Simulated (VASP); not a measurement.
# AlRu (Pm-3m) in VASP: further runs

AlRu is run at these levels: PBE; tasks: vibrations by perturbation theory.

All numbers are computed with VASP 6.6.1; they aren't measurements. Logs are shortened: lines on timing, memory, paths and dates and some standing lists are left out, and cuts for length are marked.

### Step 1. The cell of the first run

The structure is cubic, space group Pm-3m (No. 221). The conventional cell has a = 2.942 Å, b = 2.942 Å, c = 2.942 Å, α = 90.00°, β = 90.00°, γ = 90.00°. Al (site symmetry m-3m) has 8 Ru at 2.55 Å and 6 Al at 2.94 Å within 3.4 Å. Within 3.4 Å of Ru (site symmetry m-3m) lie 8 Al at 2.55 Å and 6 Ru at 2.94 Å.

### Step 2. Vibrations by perturbation theory, PBE

INCAR

```
SYSTEM = AlRu
ALGO = Normal
EDIFF = 1E-8
ENCUT = 520
GGA = PE
IBRION = 8
ISIF = 2
ISMEAR = -1
LASPH = .TRUE.
LCHARG = .FALSE.
LREAL = .FALSE.
LWAVE = .FALSE.
NELM = 100
NSW = 1
PREC = Accurate
SIGMA = 0.15
```

KPOINTS

```
k-points
0
G
  14 14 14
  0 0 0
```

POSCAR

```
AlRu
1.0
    2.9421547989      0.0000000000      0.0000000000
    0.0000000000      2.9421547989      0.0000000000
    0.0000000000      0.0000000000      2.9421547989
Al Ru
1 1
Direct
    0.0000000000      0.0000000000      0.0000000000
    0.5000000000      0.5000000000      0.5000000000
```

Potentials or basis: VASP PAW PBE potentials, release 64 (Al, Ru_pv).

The run is started by

```
$ cat potpaw_PBE.64/Al/POTCAR potpaw_PBE.64/Ru_pv/POTCAR > POTCAR
$ mpirun -np 1 vasp_std > vasp.out
```

OUTCAR:

```text
SYSTEM = AlRu
   EDIFF = 1E-8
   ENCUT = 520
   GGA = PE
   IBRION = 8
   ISIF = 2
   ISMEAR = -1
   LASPH = .TRUE.
   LREAL = .FALSE.
   NELM = 100
   NSW = 1
   PREC = Accurate

 ion  position               nearest neighbor table
   1  0.000  0.000  0.000-   2 2.55   2 2.55   2 2.55   2 2.55   2 2.55   2 2.55   2 2.55   2 2.55

   2  0.500  0.500  0.500-   1 2.55   1 2.55   1 2.55   1 2.55   1 2.55   1 2.55   1 2.55   1 2.55

  LATTYP: Found a simple cubic cell.
 ALAT       =     2.9421547989

  Lattice vectors:

 A1 = (   2.9421547989,   0.0000000000,   0.0000000000)
 A2 = (   0.0000000000,   2.9421547989,   0.0000000000)
 A3 = (   0.0000000000,   0.0000000000,   2.9421547989)

Analysis of symmetry for initial positions (statically):
=====================================================================
 Subroutine PRICEL returns:
 Original cell was already a primitive cell.

 Routine SETGRP: Setting up the symmetry group for a
 simple cubic supercell.

 Subroutine GETGRP returns: Found 48 space group operations
 (whereof 48 operations were pure point group operations)
 out of a pool of 48 trial point group operations.

The static configuration has the point symmetry O_h .

Analysis of symmetry for dynamics (positions and initial velocities):
=====================================================================
 Subroutine PRICEL returns:
 Original cell was already a primitive cell.

 Routine SETGRP: Setting up the symmetry group for a
 simple cubic supercell.

 Subroutine GETGRP returns: Found 48 space group operations
 (whereof 48 operations were pure point group operations)
 out of a pool of 48 trial point group operations.

The dynamic configuration has the point symmetry O_h .

 Subroutine INISYM returns: Found 48 space group operations
 (whereof 48 operations are pure point group operations),
 and found     1 'primitive' translations

----------------------------------------------------------------------------------------

                                     Primitive cell

  volume of cell :      25.4681

  direct lattice vectors                    reciprocal lattice vectors
     2.942154799  0.000000000  0.000000000     0.339886943  0.000000000  0.000000000
     0.000000000  2.942154799  0.000000000     0.000000000  0.339886943  0.000000000
     0.000000000  0.000000000  2.942154799     0.000000000  0.000000000  0.339886943

  length of vectors
     2.942154799  2.942154799  2.942154799     0.339886943  0.339886943  0.339886943

  position of ions in fractional coordinates (direct lattice)
     0.000000000  0.000000000  0.000000000
     0.500000000  0.500000000  0.500000000

  ion indices of the primitive-cell ions
   primitive index   ion index
                 1           1
                 2           2

----------------------------------------------------------------------------------------

 KPOINTS: k-points

Automatic generation of k-mesh.
 Grid dimensions read from file:
 generate k-points for:   14   14   14

 Generating k-lattice:

  Cartesian coordinates                     Fractional coordinates (reciprocal lattice)
     0.024277639  0.000000000  0.000000000     0.071428571  0.000000000  0.000000000
     0.000000000  0.024277639  0.000000000     0.000000000  0.071428571  0.000000000
     0.000000000  0.000000000  0.024277639     0.000000000  0.000000000  0.071428571

  Length of vectors
     0.024277639  0.024277639  0.024277639

  Shift w.r.t. Gamma in fractional coordinates (k-lattice)
     0.000000000  0.000000000  0.000000000

 Subroutine IBZKPT returns following result:
 ===========================================

 Found    120 irreducible k-points:

 Following reciprocal coordinates:
            Coordinates               Weight
  0.000000  0.000000  0.000000      1.000000
  0.071429  0.000000  0.000000      6.000000
  0.142857  0.000000  0.000000      6.000000
  0.214286  0.000000  0.000000      6.000000
  0.285714  0.000000  0.000000      6.000000
  0.357143  0.000000  0.000000      6.000000
[... 16 lines left out ...]
  0.285714  0.214286  0.000000     24.000000
  0.357143  0.214286  0.000000     24.000000
 [... further k-points ...]
   k-points           NKPTS =    120   k-points in BZ     NKDIM =    120   number of bands    NBANDS=     12
   number of dos      NEDOS =    301   number of ions     NIONS =      2
   total plane-waves  NPLWV =  13824
   dimension x,y,z NGX =    24 NGY =   24 NGZ =   24
   dimension x,y,z NGXF=    48 NGYF=   48 NGZF=   48
   ions per type =               1   1
   NGX,Y,Z   is equivalent  to a cutoff of  13.56, 13.56, 13.56 a.u.
   NGXF,Y,Z  is equivalent  to a cutoff of  27.12, 27.12, 27.12 a.u.
 SYSTEM =  AlRu
   PREC   = accura    normal or accurate (medium, high low for compatibility)
   ISTART =      0    job   : 0-new  1-cont  2-samecut
   ICHARG =      2    charge: 1-file 2-atom 10-const
   ISPIN  =      1    spin polarized calculation?
   LNONCOLLINEAR =      F non collinear calculations
   LSORBIT =      F    spin-orbit coupling
   LASPH  =      T    aspherical Exc in radial PAW
   ENCUT  =  520.0 eV  38.22 Ry    6.18 a.u.   5.47  5.47  5.47*2*pi/ulx,y,z
   NELM   =    100;   NELMIN=  2; NELMDL= -5     # of ELM steps
   EDIFF  = 0.1E-07   stopping-criterion for ELM
   LREAL  =      F    real-space projection
   EDIFFG = 0.1E-06   stopping-criterion for IOM
   NSW    =      1    number of steps for IOM
   IBRION =      8    ionic relax: 0-MD 1-quasi-New 2-CG
   NFREE  =      0    steps in history (QN), initial steepest desc. (CG)
   ISIF   =      2    stress and relaxation
   ISYM   =      2    0-nonsym 1-usesym 2-fastsym
   POTIM  = 0.5000    time-step for ionic-motion
   TEBEG  =    0.0;   TEEND  =   0.0 temperature during run
   PSTRESS=    0.0 pullay stress
   NELECT =      17.0000    total number of electrons
   NUPDOWN=      -1.0000    fix difference up-down
   EMIN   =  10.00;   EMAX   =-10.00  energy-range for DOS
   EFERMI =   0.00;   METHOD = LEGACY
   ISMEAR =    -1;   SIGMA  =   0.15  broadening in eV -4-tet -1-fermi 0-gaus
   EFERMI_NEDOS =   21; number of points for ismear=-14 and -15
   IALGO  =     38    algorithm
   IMIX   =      4    mixing-type and parameters
     AMIX     =   0.40;   BMIX     =  1.00
     AMIX_MAG =   1.60;   BMIX_MAG =  1.00
  volume/ion in A,a.u.               =      12.73        85.93
  Fermi-wavevector in a.u.,A,eV,Ry     =   1.430734  2.703696 27.851130  2.047000
  Thomas-Fermi vector in A             =   2.550547
   LORBIT       =      0    0 simple, 1 ext, 2 COOP (PROOUT), +10 PAW based schemes
   GGA     = PE    functional components
   LHFCALC =     F    Hartree Fock is set to
   AEXX    =    0.0000 exact exchange contribution
   IVDW    =     0    specifies the selected vdW correction
   LEPSILON=     F    determine dielectric tensor
   LRPA    =     F    only Hartree local field effects (RPA)
 non-spin polarized calculation
  energy-cutoff  :      520.00
  volume of cell :       25.47
 maximum number of plane-waves:       715
 NGX is ok and might be reduce to    24
   NGX = 11   NGY = 11   NGZ = 11

--------------------------------------- Ionic step        1  -------------------------------------------

 number of electron      17.0000001 magnetization

 Free energy of the ion-electron system (eV)
  ---------------------------------------------------
  ext. energy  EPLUGINS =         0.00000000
  ---------------------------------------------------
  free energy    TOTEN  =       -14.24097839 eV

  energy without entropy =      -14.13280503  energy(sigma->0) =      -14.18689171

 E-fermi :  11.4722     XC(G=0): -12.8247

 val. band max:       11.4519920707   @ k =   0.3571   0.1429   0.0000
 cond. band min:      11.4799886697   @ k =   0.0714   0.0714   0.0000
 fundamental gap:      0.0279965990
 Fermi energy:        11.4722474064

 k-point     1 :       0.0000    0.0000    0.0000
  band No.  band energies     occupation
      1     -30.3385      2.00000
      2     -30.3385      2.00000
      3     -30.3385      2.00000
      4       1.4691      2.00000
      5       7.5942      2.00000
      6       7.5942      2.00000
      7      11.6361      0.50248
      8      11.6361      0.50247
      9      11.6361      0.50247
     10      17.7669      0.00000
     11      17.7669      0.00000
     12      17.7669      0.00000
[... 331 lines left out ...]
 k-point    24 :       0.3571    0.2143    0.0000
  band No.  band energies     occupation
      1     -30.5321      2.00000
      2     -30.4164      2.00000
      3     -30.3124      2.00000
      4       4.4172      2.00000
      5       7.3066      2.00000
      6       8.7178      2.00000
      7       9.7164      1.99998
      8      10.1622      1.99968
      9      11.0697      1.87214
     10      14.2743      0.00000
     11      18.1203      0.00000
     12      20.4987      0.00000

 [... further k-points ...]
[... 5 lines left out ...]
  --------------------------------------------------------------------------------------
  -------------------------------------------------------------------------------------
  Total        2.3837696      2.3837696      2.3837696      0.0000000      0.0000000     -0.0000000
  in kB      149.9609896    149.9609896    149.9609896      0.0000000      0.0000000     -0.0000000
  external PRESSURE =     149.9609896 kB  Pullay stress =       0.0000000 kB

 VOLUME and BASIS-vectors are now :
 -----------------------------------------------------------------------------
  energy-cutoff  :      520.00
  volume of cell :       25.47
      direct lattice vectors                 reciprocal lattice vectors
     2.942154799  0.000000000  0.000000000     0.339886943  0.000000000  0.000000000
     0.000000000  2.942154799  0.000000000     0.000000000  0.339886943  0.000000000
     0.000000000  0.000000000  2.942154799     0.000000000  0.000000000  0.339886943

 POSITION                                       TOTAL-FORCE (eV/Angst)
 -----------------------------------------------------------------------------------
      0.00000      0.00000      0.00000         0.000000      0.000000      0.000000
      1.47108      1.47108      1.47108         0.000000      0.000000      0.000000
 -----------------------------------------------------------------------------------
    total drift:                                0.000000     -0.000000     -0.000000

  FREE ENERGIE OF THE ION-ELECTRON SYSTEM (eV)
  ---------------------------------------------------
  free  energy   TOTEN  =       -14.2409783890 eV

  energy  without entropy=      -14.1328050280  energy(sigma->0) =      -14.18689171

[... ionic steps 2 to 3 ...]

--------------------------------------- Ionic step        4  -------------------------------------------

------------------------ aborting loop because EDIFF is reached ----------------------------------------

[... ionic steps 5 to 6 ...]

--------------------------------------- Ionic step        7  -------------------------------------------

 Free energy of the ion-electron system (eV)
  ---------------------------------------------------
  ---------------------------------------------------
  free energy    TOTEN  =        -0.64838502 eV

  energy without entropy =       -0.64838502

------------------------ aborting loop because EDIFF is reached ----------------------------------------

 INTERNAL STRAIN TENSOR  FOR ION    2  DIRECTION 1   (eV/Angst):
 -----------------------------------------------------------------------------
     0.05672  0.00000  0.00000
     0.00000 -0.00597  0.00000
    -0.00000  0.00000 -0.00597

 INTERNAL STRAIN TENSOR FOR ION    2 for displacements in x,y,z  (eV/Angst):
          X           Y           Z          XY          YZ          ZX
  --------------------------------------------------------------------------------
  x     0.00000     0.00000     0.00000     0.00000     0.00000     0.00000
  y     0.00000     0.00000     0.00000     0.00000     0.00000     0.00000
  z     0.00000     0.00000     0.00000     0.00000     0.00000     0.00000

 SECOND DERIVATIVES (NOT SYMMETRIZED)
 ------------------------------------
               1X          1Y          1Z          2X          2Y          2Z
  1X    -9.461527    0.000000    0.000000    9.461527   -0.000000    0.000000
  1Y     0.000000   -9.461527   -0.000000   -0.000000    9.461527    0.000000
  1Z    -0.000000   -0.000000   -9.461527    0.000000    0.000000    9.461527
  2X     9.466163   -0.000000    0.000000   -9.466163    0.000000   -0.000000
  2Y    -0.000000    9.466163    0.000000    0.000000   -9.466163    0.000000
  2Z    -0.000000   -0.000000    9.466163    0.000000    0.000000   -9.466163

 Eigenvectors and eigenvalues of the dynamical matrix
 ----------------------------------------------------

   1 f  =   10.420897 THz    65.476426 2PiTHz  347.603704 cm-1    43.097347 meV
             X         Y         Z           dx          dy          dz
      0.000000  0.000000  0.000000    -0.888377   -0.000004   -0.000000
      1.471077  1.471077  1.471077     0.459115    0.000002    0.000000
[... 21 lines left out ...]
   6 f/i=    0.001041 THz     0.006541 2PiTHz    0.034727 cm-1     0.004306 meV
             X         Y         Z           dx          dy          dz
      0.000000  0.000000  0.000000     0.324638    0.324649    0.000000
      1.471077  1.471077  1.471077     0.628166    0.628188    0.000000

--------------------------------------------------------------------------------------------------------

 ELASTIC MODULI CONTR FROM IONIC RELAXATION (kBar)
 Direction    XX          YY          ZZ          XY          YZ          ZX
 --------------------------------------------------------------------------------
 XX           0.0000      0.0000      0.0000      0.0000      0.0000      0.0000
 YY           0.0000      0.0000      0.0000      0.0000      0.0000      0.0000
 ZZ           0.0000      0.0000      0.0000      0.0000      0.0000      0.0000
 XY           0.0000      0.0000      0.0000      0.0000      0.0000      0.0000
 YZ           0.0000      0.0000      0.0000      0.0000      0.0000      0.0000
 ZX           0.0000      0.0000      0.0000      0.0000      0.0000      0.0000
 --------------------------------------------------------------------------------
```

Wall time 80 s (1 thread of Intel Xeon 6975P-C (Granite Rapids), shared host); peak memory 0.33 GiB.

What came out:

| Item | Value |
| --- | --- |
| Highest phonon frequency at Γ, LO-TO splitting left out | 348 cm⁻¹ |

Phonon frequencies in cm⁻¹ (negative: imaginary):
```
              q point        frequencies
(0.000, 0.000, 0.000)  0 0 0 348 348 348
```

Caveat: the cell wasn't relaxed at this level first, which shifts response properties.

### Step 3. Vibrations by perturbation theory, PBE

This run uses another cell than the first one, of 13.09 Å³/atom, 1.028 times its volume.

INCAR

```
SYSTEM = AlRu
  PREC = Accurate
  ENCUT = 520
  EDIFF = 1E-8
  ISMEAR = -1
  SIGMA = 0.15
  LREAL = .False.
  LASPH = .True.
  NELM = 100
  ALGO = Fast
  ISIF = 2
  LWAVE = .False.
  LCHARG = .False.
  GGA = PE
  NBANDS = 16
  IBRION = 8
  NSW = 1
```

KPOINTS

```
regular mesh
0
Gamma
  14 14 14
  0 0 0
```

POSCAR

```
AlRu
1.0
    2.9696942684      0.0000000000      0.0000000000
    0.0000000000      2.9696942684      0.0000000000
    0.0000000000      0.0000000000      2.9696942684
Al Ru
1 1
Direct
    0.0000000000      0.0000000000      0.0000000000
    0.5000000000      0.5000000000      0.5000000000
```

Potentials or basis: VASP PAW PBE potentials, release 64 (Al, Ru_pv).

The run is started by

```
$ cat potpaw_PBE.64/Al/POTCAR potpaw_PBE.64/Ru_pv/POTCAR > POTCAR
$ mpirun -np 1 vasp_std > vasp.out
```

OUTCAR:

```text
SYSTEM = AlRu
   PREC = Accurate
   ENCUT = 520
   EDIFF = 1E-8
   ISMEAR = -1
   LREAL = .False.
   LASPH = .True.
   NELM = 100
   ISIF = 2
   GGA = PE
   IBRION = 8
   NSW = 1

 ion  position               nearest neighbor table
   1  0.000  0.000  0.000-   2 2.57   2 2.57   2 2.57   2 2.57   2 2.57   2 2.57   2 2.57   2 2.57

   2  0.500  0.500  0.500-   1 2.57   1 2.57   1 2.57   1 2.57   1 2.57   1 2.57   1 2.57   1 2.57

  LATTYP: Found a simple cubic cell.
 ALAT       =     2.9696942684

  Lattice vectors:

[... 712 lines left out ...]
               1X          1Y          1Z          2X          2Y          2Z
  1X    -8.521216   -0.000000    0.000000    8.521216    0.000000    0.000000
  1Y    -0.000000   -8.521216    0.000000    0.000000    8.521216   -0.000000
  1Z     0.000000    0.000000   -8.521216   -0.000000   -0.000000    8.521216
  2X     8.514623    0.000000   -0.000000   -8.514623   -0.000000    0.000000
  2Y     0.000000    8.514623   -0.000000   -0.000000   -8.514623    0.000000
  2Z    -0.000000   -0.000000    8.514623    0.000000    0.000000   -8.514623

 Eigenvectors and eigenvalues of the dynamical matrix
 ----------------------------------------------------

   1 f  =    9.888205 THz    62.129422 2PiTHz  329.835001 cm-1    40.894310 meV
             X         Y         Z           dx          dy          dz
      0.000000  0.000000  0.000000    -0.888495    0.000000   -0.000000
      1.484847  1.484847  1.484847     0.458886    0.000000    0.000000
[... 21 lines left out ...]
   6 f/i=    0.001560 THz     0.009804 2PiTHz    0.052046 cm-1     0.006453 meV
             X         Y         Z           dx          dy          dz
      0.000000  0.000000  0.000000    -0.000000   -0.458886   -0.000000
      1.484847  1.484847  1.484847     0.000000   -0.888495    0.000000

--------------------------------------------------------------------------------------------------------

 ELASTIC MODULI CONTR FROM IONIC RELAXATION (kBar)
 Direction    XX          YY          ZZ          XY          YZ          ZX
 --------------------------------------------------------------------------------
 XX           0.0000      0.0000      0.0000      0.0000      0.0000      0.0000
 YY           0.0000      0.0000      0.0000      0.0000      0.0000      0.0000
 ZZ           0.0000      0.0000      0.0000      0.0000      0.0000      0.0000
 XY           0.0000      0.0000      0.0000      0.0000      0.0000      0.0000
 YZ           0.0000      0.0000      0.0000      0.0000      0.0000      0.0000
 ZX           0.0000      0.0000      0.0000      0.0000      0.0000      0.0000
 --------------------------------------------------------------------------------
```

OSZICAR:

```text
N       E                     dE             d eps       ncg     rms          rms(c)
DAV:   1     0.115743725953E+03    0.11574E+03   -0.91117E+03  3936   0.990E+02
DAV:   2    -0.131039474528E+02   -0.12885E+03   -0.12313E+03  4592   0.294E+02
DAV:   3    -0.149549826242E+02   -0.18510E+01   -0.18459E+01  4928   0.366E+01
DAV:   4    -0.149685375859E+02   -0.13555E-01   -0.13534E-01  4800   0.330E+00
[... 42 lines left out ...]
RMM:   9    -0.649622045565E+00   -0.17566E-05   -0.68218E-08 18814   0.350E-04    0.522E-05
RMM:  10    -0.649622693512E+00   -0.64795E-06   -0.32737E-08 18535   0.176E-04    0.529E-06
RMM:  11    -0.649622626895E+00    0.66617E-07   -0.97997E-09 20739   0.884E-05    0.215E-06
RMM:  12    -0.649622565719E+00    0.61177E-07   -0.13386E-08 20666   0.590E-05    0.131E-06
RMM:  13    -0.649622558131E+00    0.75878E-08   -0.12025E-08 21147   0.490E-05    0.373E-07
 Linear response finished
```

stdout:

```text
POSCAR found type information on POSCAR AlRu
 POSCAR found :  2 types and       2 ions
 scaLAPACK will be used
 LDA part: xc-table for (Slater+PW92), standard interpolation
 POSCAR, INCAR and KPOINTS ok, starting setup
 FFT: planning ... GRIDC
 FFT: planning ... GRID_SOFT
 FFT: planning ... GRID
 WAVECAR not read
 entering main loop
 Linear response reoptimize wavefunctions to high precision
 Linear response DOF=           2
 Linear response progress:
 first order change of Fermi-energy  -0.21736E-03
 force on displaced ion       1 direction 1 :  -8.521  -0.000   0.000
 Linear response progress:
 first order change of Fermi-energy   0.21328E-02
 force on displaced ion       2 direction 1 :  -8.515  -0.000   0.000
 Linear response finished
```

It took 1.8 min on 1 thread of Intel Xeon 6975P-C (Granite Rapids), shared host; peak memory 0.38 GiB.

Results:

- Highest phonon frequency at Γ, LO-TO splitting left out: 330 cm⁻¹

Phonon frequencies in cm⁻¹ (negative: imaginary):
```tsv
q point	frequencies
(0.000, 0.000, 0.000)	0 0 0 330 330 330
```

Caveat: the cell wasn't relaxed at this level first, which shifts response properties.

[end of part 1 of 2]
